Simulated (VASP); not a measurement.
# AlN (P6_3/mmc) in VASP: notebook

AlN is run at these levels: PBE; tasks: relaxation of shape and atoms at fixed volume.

Everything below comes from runs of VASP 6.6.1. Logs are shortened: lines on timing, memory, paths and dates and some standing lists are left out, and cuts for length are marked.

### 1 The cell of the first run

It takes space group P6_3/mmc (No. 194, hexagonal). Conventional cell: a = 3.253 Å, b = 3.253 Å, c = 4.086 Å, α = 90.00°, β = 90.00°, γ = 120.00°. Within 2.5 Å of Al (site symmetry -6m2) lie 5 N at 1.88 to 2.04 Å. Within 2.5 Å of N (site symmetry -6m2) lie 5 Al at 1.88 to 2.04 Å.

### 2 Relaxation of shape and atoms at fixed volume, PBE (volume scaled by 0.94)

Contents of INCAR:

```
SYSTEM = AlN
PREC = Accurate
ENCUT = 600
EDIFF = 1E-6
ISMEAR = 0
SIGMA = 0.02
LREAL = .False.
LASPH = .True.
NELM = 80
ALGO = Normal
ISIF = 4
LWAVE = .False.
LCHARG = .False.
GGA = PE
IBRION = 2
NSW = 50
EDIFFG = -0.01
```

Contents of KPOINTS:

```
regular mesh
0
Gamma
  9 9 6
  0 0 0
```

Contents of POSCAR:

```
AlN
1.0
    3.2529173303      0.0000000000      0.0000000000
   -1.6264586651      2.8171090444      0.0000000000
    0.0000000000      0.0000000000      4.0855872451
Al N
2 2
Direct
    0.3333333333      0.6666666667      0.7500000000
    0.6666666667      0.3333333333      0.2500000000
    0.3333333333      0.6666666667      0.2500000000
    0.6666666667      0.3333333333      0.7500000000
```

Potentials or basis: VASP PAW PBE potentials, release 64 (Al, N).

On the command line:

```
$ cat potpaw_PBE.64/Al/POTCAR potpaw_PBE.64/N/POTCAR > POTCAR
$ mpirun -np 1 vasp_std > vasp.out
```

OUTCAR:

```text
SYSTEM = AlN
   PREC = Accurate
   ENCUT = 600
   EDIFF = 1E-6
   ISMEAR = 0
   LREAL = .False.
   LASPH = .True.
   NELM = 80
   ISIF = 4
   GGA = PE
   IBRION = 2
   NSW = 50
   EDIFFG = -0.01

 ion  position               nearest neighbor table
   1  0.333  0.667  0.750-   4 1.88   4 1.88   4 1.88   3 2.04   3 2.04   2 2.77   2 2.77   2 2.77
                             2 2.77   2 2.77   2 2.77
   2  0.667  0.333  0.250-   3 1.88   3 1.88   3 1.88   4 2.04   4 2.04   1 2.77   1 2.77   1 2.77
                             1 2.77   1 2.77   1 2.77
   3  0.333  0.667  0.250-   2 1.88   2 1.88   2 1.88   1 2.04   1 2.04
   4  0.667  0.333  0.750-   1 1.88   1 1.88   1 1.88   2 2.04   2 2.04

  LATTYP: Found a hexagonal cell.
 ALAT       =     3.2529173303
 C/A-ratio  =     1.2559763530

  Lattice vectors:

 A1 = (   3.2529173303,   0.0000000000,   0.0000000000)
 A2 = (  -1.6264586651,   2.8171090444,   0.0000000000)
 A3 = (   0.0000000000,   0.0000000000,   4.0855872451)

Analysis of symmetry for initial positions (statically):
=====================================================================
 Subroutine PRICEL returns:
 Original cell was already a primitive cell.

 Routine SETGRP: Setting up the symmetry group for a
 hexagonal supercell.

 Subroutine GETGRP returns: Found 24 space group operations
 (whereof 12 operations were pure point group operations)
 out of a pool of 24 trial point group operations.

The static configuration has the point symmetry D_3d.
 The point group associated with its full space group is D_6h.

Analysis of symmetry for dynamics (positions and initial velocities):
=====================================================================
 Subroutine PRICEL returns:
 Original cell was already a primitive cell.

 Routine SETGRP: Setting up the symmetry group for a
 hexagonal supercell.

 Subroutine GETGRP returns: Found 24 space group operations
 (whereof 12 operations were pure point group operations)
 out of a pool of 24 trial point group operations.

The dynamic configuration has the point symmetry D_3d.
 The point group associated with its full space group is D_6h.

 Subroutine INISYM returns: Found 24 space group operations
 (whereof 12 operations are pure point group operations),
 and found     1 'primitive' translations

----------------------------------------------------------------------------------------

                                     Primitive cell

  volume of cell :      37.4396

  direct lattice vectors                    reciprocal lattice vectors
     3.252917330  0.000000000  0.000000000     0.307416358  0.177486917  0.000000000
    -1.626458665  2.817109044  0.000000000     0.000000000  0.354973835  0.000000000
     0.000000000  0.000000000  4.085587245     0.000000000  0.000000000  0.244762855

  length of vectors
     3.252917330  3.252917330  4.085587245     0.354973835  0.354973835  0.244762855

  position of ions in fractional coordinates (direct lattice)
     0.333333333  0.666666667  0.750000000
     0.666666667  0.333333333  0.250000000
     0.333333333  0.666666667  0.250000000
     0.666666667  0.333333333  0.750000000

  ion indices of the primitive-cell ions
   primitive index   ion index
                 1           1
                 2           2
                 3           3
                 4           4

----------------------------------------------------------------------------------------

 KPOINTS: regular mesh

Automatic generation of k-mesh.
 Grid dimensions read from file:
 generate k-points for:    9    9    6

 Generating k-lattice:

  Cartesian coordinates                     Fractional coordinates (reciprocal lattice)
     0.034157373  0.019720769  0.000000000     0.111111111  0.000000000  0.000000000
     0.000000000  0.039441537  0.000000000     0.000000000  0.111111111  0.000000000
     0.000000000  0.000000000  0.040793809     0.000000000  0.000000000  0.166666667

  Length of vectors
     0.039441537  0.039441537  0.040793809

  Shift w.r.t. Gamma in fractional coordinates (k-lattice)
     0.000000000  0.000000000  0.000000000

 Subroutine IBZKPT returns following result:
 ===========================================

 Found     48 irreducible k-points:

 Following reciprocal coordinates:
            Coordinates               Weight
  0.000000  0.000000  0.000000      1.000000
  0.111111  0.000000  0.000000      6.000000
  0.222222 -0.000000  0.000000      6.000000
  0.333333 -0.000000  0.000000      6.000000
  0.444444 -0.000000  0.000000      6.000000
  0.111111  0.111111  0.000000      6.000000
[... 16 lines left out ...]
  0.333333  0.222222  0.166667     24.000000
  0.333333  0.333333  0.166667      4.000000
 [... further k-points ...]
   k-points           NKPTS =     48   k-points in BZ     NKDIM =     48   number of bands    NBANDS=     12
   number of dos      NEDOS =    301   number of ions     NIONS =      4
   total plane-waves  NPLWV =  28224
   dimension x,y,z NGX =    28 NGY =   28 NGZ =   36
   dimension x,y,z NGXF=    56 NGYF=   56 NGZF=   72
   ions per type =               2   2
   NGX,Y,Z   is equivalent  to a cutoff of  14.31, 14.31, 14.65 a.u.
   NGXF,Y,Z  is equivalent  to a cutoff of  28.62, 28.62, 29.30 a.u.
 SYSTEM =  AlN
   PREC   = accura    normal or accurate (medium, high low for compatibility)
   ISTART =      0    job   : 0-new  1-cont  2-samecut
   ICHARG =      2    charge: 1-file 2-atom 10-const
   ISPIN  =      1    spin polarized calculation?
   LNONCOLLINEAR =      F non collinear calculations
   LSORBIT =      F    spin-orbit coupling
   LASPH  =      T    aspherical Exc in radial PAW
   ENCUT  =  600.0 eV  44.10 Ry    6.64 a.u.   6.50  6.50  8.16*2*pi/ulx,y,z
   NELM   =     80;   NELMIN=  2; NELMDL= -5     # of ELM steps
   EDIFF  = 0.1E-05   stopping-criterion for ELM
   LREAL  =      F    real-space projection
   EDIFFG = -.1E-01   stopping-criterion for IOM
   NSW    =     50    number of steps for IOM
   IBRION =      2    ionic relax: 0-MD 1-quasi-New 2-CG
   NFREE  =      1    steps in history (QN), initial steepest desc. (CG)
   ISIF   =      4    stress and relaxation
   ISYM   =      2    0-nonsym 1-usesym 2-fastsym
   POTIM  = 0.5000    time-step for ionic-motion
   TEBEG  =    0.0;   TEEND  =   0.0 temperature during run
   PSTRESS=    0.0 pullay stress
   NELECT =      16.0000    total number of electrons
   NUPDOWN=      -1.0000    fix difference up-down
   EMIN   =  10.00;   EMAX   =-10.00  energy-range for DOS
   EFERMI =   0.00;   METHOD = LEGACY
   ISMEAR =     0;   SIGMA  =   0.02  broadening in eV -4-tet -1-fermi 0-gaus
   EFERMI_NEDOS =   21; number of points for ismear=-14 and -15
   IALGO  =     38    algorithm
   IMIX   =      4    mixing-type and parameters
     AMIX     =   0.40;   BMIX     =  1.00
     AMIX_MAG =   1.60;   BMIX_MAG =  1.00
  volume/ion in A,a.u.               =       9.36        63.16
  Fermi-wavevector in a.u.,A,eV,Ry     =   1.233117  2.330254 20.688728  1.520579
  Thomas-Fermi vector in A             =   2.367860
   LORBIT       =      0    0 simple, 1 ext, 2 COOP (PROOUT), +10 PAW based schemes
   GGA     = PE    functional components
   LHFCALC =     F    Hartree Fock is set to
   AEXX    =    0.0000 exact exchange contribution
   IVDW    =     0    specifies the selected vdW correction
   LEPSILON=     F    determine dielectric tensor
   LRPA    =     F    only Hartree local field effects (RPA)
 conjugate gradient relaxation of ions
 non-spin polarized calculation
 Gauss-broadening in eV      SIGMA  =   0.02
  energy-cutoff  :      600.00
  volume of cell :       37.44
 maximum number of plane-waves:      1277
 NGX is ok and might be reduce to    28
   NGX = 13   NGY = 13   NGZ = 17

--------------------------------------- Ionic step        1  -------------------------------------------

 number of electron      16.0000000 magnetization

 Free energy of the ion-electron system (eV)
  ---------------------------------------------------
  ext. energy  EPLUGINS =         0.00000000
  ---------------------------------------------------
  free energy    TOTEN  =       -29.22359625 eV

  energy without entropy =      -29.22359625  energy(sigma->0) =      -29.22359625

------------------------ aborting loop because EDIFF is reached ----------------------------------------

  FORCE on cell =-STRESS in cart. coord.  units (eV):
  Direction    XX          YY          ZZ          XY          YZ          ZX
  --------------------------------------------------------------------------------------
  -------------------------------------------------------------------------------------
  Total        3.3334037      3.3334037      3.0842876      0.0000000      0.0000000      0.0000000
  in kB      142.6485357    142.6485357    131.9879471      0.0000000      0.0000000      0.0000000
  external PRESSURE =     139.0950062 kB  Pullay stress =       0.0000000 kB
[... 61 lines left out ...]
  energy  without entropy=      -29.2239057882  energy(sigma->0) =      -29.22390579

--------------------------------------- Ionic step        3  -------------------------------------------

 number of electron      16.0000000 magnetization

 Free energy of the ion-electron system (eV)
  ---------------------------------------------------
  ext. energy  EPLUGINS =         0.00000000
  ---------------------------------------------------
  free energy    TOTEN  =       -29.22392522 eV

  energy without entropy =      -29.22392522  energy(sigma->0) =      -29.22392522

 E-fermi :   8.7376     XC(G=0): -11.4308

 val. band max:        8.6081725727   @ k =   0.0000   0.0000   0.0000
 cond. band min:      12.3550867861   @ k =   0.0000   0.0000   0.0000
 fundamental gap:      3.7469142134
 Fermi energy:         8.7375583696

 k-point     1 :       0.0000    0.0000    0.0000
  band No.  band energies     occupation
      1      -8.6272      2.00000
      2      -4.6423      2.00000
      3       1.4279      2.00000
      4       5.1659      2.00000
      5       5.1659      2.00000
      6       6.9408      2.00000
      7       6.9408      2.00000
      8       8.6082      2.00000
      9      12.3551      0.00000
     10      13.5122      0.00000
     11      17.1633      0.00000
     12      17.1633      0.00000
[... 331 lines left out ...]
 k-point    24 :       0.3333    0.3333    0.1667
  band No.  band energies     occupation
      1      -5.8473      2.00000
      2      -5.8473      2.00000
      3       1.7567      2.00000
      4       2.8888      2.00000
      5       2.8888      2.00000
      6       5.5330      2.00000
      7       5.9528      2.00000
      8       5.9528      2.00000
      9      14.4725      0.00000
     10      15.0043      0.00000
     11      18.0548      0.00000
     12      18.0548      0.00000

 [... further k-points ...]

------------------------ aborting loop because EDIFF is reached ----------------------------------------

  FORCE on cell =-STRESS in cart. coord.  units (eV):
  Direction    XX          YY          ZZ          XY          YZ          ZX
  --------------------------------------------------------------------------------------
  -------------------------------------------------------------------------------------
  Total        3.2207274      3.2207274      3.2214819      0.0000000     -0.0000000      0.0000000
  in kB      137.8267058    137.8267058    137.8589948      0.0000000     -0.0000000      0.0000000
  external PRESSURE =     137.8374688 kB  Pullay stress =       0.0000000 kB
[... 19 lines left out ...]
  FREE ENERGIE OF THE ION-ELECTRON SYSTEM (eV)
  ---------------------------------------------------
  free  energy   TOTEN  =       -29.2239252174 eV

  energy  without entropy=      -29.2239252174  energy(sigma->0) =      -29.22392522

 reached required accuracy - stopping structural energy minimisation
```

It took 30 s on 1 thread of Intel Xeon Platinum 8488C (Sapphire Rapids), shared host; peak memory 0.17 GiB.

Results:

```yaml
Free_energy: -29.2239 eV
Energy_gained_by_relaxing: 0.1 meV/atom
Ionic_steps: 3
Pressure_after_relaxing: 13.8 GPa
Band_gap_on_the_k_mesh: 3.75 eV, direct
```

Step by step:
```tsv
step	energy change (eV)	largest force (eV/Å)	pressure (GPa)	volume (Å³)
1	0.0000	0.0000	13.91	37.44
2	-0.0003	0.0000	13.81	37.44
3	-0.0003	0.0000	13.78	37.44
```

Final structure:
```
CELL_PARAMETERS angstrom
3.25724 0.00000 0.00000
-1.62862 2.82086 0.00000
0.00000 0.00000 4.07474
ATOMIC_POSITIONS crystal
Al 0.33333 0.66667 0.75000
Al 0.66667 0.33333 0.25000
N 0.33333 0.66667 0.25000
N 0.66667 0.33333 0.75000
```

Caveat: the cell differs from its parent crystal (volume scaled by 0.94). A k mesh can miss the band edges.

(Continued in part 2 of 2.)
